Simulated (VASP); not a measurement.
Here is a VASP 6.6.1 calculation.

Contents of INCAR:

```
SYSTEM = Os
PREC = Accurate
ENCUT = 600
EDIFF = 1E-6
ISMEAR = 0
SIGMA = 0.1
LREAL = .False.
LASPH = .True.
NELM = 100
ALGO = Normal
ISIF = 3
LWAVE = .False.
LCHARG = .False.
GGA = PE
IVDW = 12
IBRION = 2
NSW = 100
EDIFFG = -0.005
```

The input KPOINTS:

```
Automatic mesh
0
Gamma
  18 18 10
  0 0 0
```

Contents of POSCAR:

```
Os
1.0
    2.7461342319      0.0000000000      0.0000000000
   -1.3730671160      2.3782220071      0.0000000000
    0.0000000000      0.0000000000      4.3263142200
Os
2
Direct
    0.3333333300      0.6666666700      0.2500000000
    0.6666666700      0.3333333300      0.7500000000
```

Potentials or basis: VASP PAW PBE potentials, release 64 (Os).

Run with:

```console
$ cat potpaw_PBE.64/Os/POTCAR > POTCAR
$ mpirun -np 1 vasp_std > vasp.out
```

(1) What does it give for the space group after relaxing (to 0.05 Å)?

(2) What does it give for the relaxed cell?

Results:

(1) P6_3/mmc (No. 194).

(2) a = 2.735 Å, b = 2.735 Å, c = 4.326 Å, α = 90.00°, β = 90.00°, γ = 120.00°.
